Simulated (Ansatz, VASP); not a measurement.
## ZnS: VASP beside Ansatz

```xyz
2
Lattice="0.0000 2.5267 2.5267 2.5267 0.0000 2.5267 2.5267 2.5267 0.0000" Properties=species:S:1:pos:R:3 pbc="T T T"
Zn    0.0000    0.0000    0.0000
S     1.2633    1.2633    1.2633
```

Change from the starting cell: volume scaled by 0.8, PAW files.

Alike in both runs: task single point; functional PBE; k mesh 14 × 14 × 14; occupations fermi-dirac, width 0.08 eV; no spin polarisation.

```csv
,VASP,Ansatz
version,VASP 6.6.1,Ansatz 0.2.0
potentials or method,"VASP PAW PBE potentials, release 64 (Zn, S)","PAW with Ansatz's default frozen-core files, scalar-relativistic"
plane-wave cutoff (eV),520,420
valence electrons in the cell,18,18
```

|  | VASP | Ansatz | Ansatz less VASP |
| --- | --- | --- | --- |
| pressure (GPa) | 25.7 | 25.4 | -0.32 |
